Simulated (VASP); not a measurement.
## Al4FeCo3: single point with PBE

Crystal: Al4FeCo3.

```
CELL_PARAMETERS angstrom
5.70847 0.00000 0.00000
0.00000 5.70847 0.00000
0.00000 0.00000 2.85748
ATOMIC_POSITIONS crystal
Al 0.74750 0.74750 0.00000
Al 0.74750 0.25250 0.00000
Al 0.25250 0.74750 0.00000
Al 0.25250 0.25250 0.00000
Fe 0.50000 0.50000 0.50000
Co 0.50000 0.00000 0.50000
Co 0.00000 0.50000 0.50000
Co 0.00000 0.00000 0.50000
```

```yaml
Program: VASP 6.6.1
Task: single point
Functional: PBE
Potentials_or_basis: VASP PAW PBE potentials, release 64 (Al, Fe, Co)
Cutoff: 520 eV
k_mesh: 8 × 8 × 14
Occupations: gaussian, width 0.1 eV
Spin: no spin polarisation
```

- Pressure: -0.1 GPa
- Largest force: 0.005 eV/Å
- Band gap on the k mesh: zero (an odd number of electrons rules out a gap without spin polarisation)

Forces in eV/Å, atoms in the order of the input:
```
Al   0.003  0.003  0.000
Al   0.003 -0.003  0.000
Al  -0.003  0.003  0.000
Al  -0.003 -0.003  0.000
Fe   0.000  0.000  0.000
Co   0.000  0.000  0.000
Co   0.000  0.000  0.000
Co   0.000  0.000  0.000
```

Levels at points of the mesh, in eV from the Fermi level:
```
           k point  band 21  band 22  band 23  band 24  band 25  band 26  band 27  band 28
(0.00, 0.00, 0.00)    -0.52    -0.31     0.01     0.01     0.13     0.59     0.89     2.94
(0.50, 0.00, 0.00)    -0.65    -0.52    -0.25     0.00     0.38     0.83     1.85     2.11
(0.50, 0.50, 0.00)    -0.89    -0.88    -0.26    -0.26     1.96     2.04     2.04     2.49
(0.00, 0.00, 0.50)    -0.17     0.03     0.03     0.29     0.39     0.98     2.78     2.78
(0.50, 0.00, 0.50)     0.04     0.28     0.37     0.54     0.54     0.68     0.72     1.06
(0.50, 0.50, 0.50)    -0.34    -0.28    -0.11    -0.11     0.52     0.52     0.58     1.36
```

Run time: 4.4 min on 1 thread of AMD EPYC 9R45 96-Core Processor (Zen 5) (shared host), peak memory 0.43 GiB.

Caveat: the run has no spin polarisation, though such a crystal can be magnetic. Spin polarisation is off, so any magnetic state and its effect on volume and gap are missing.
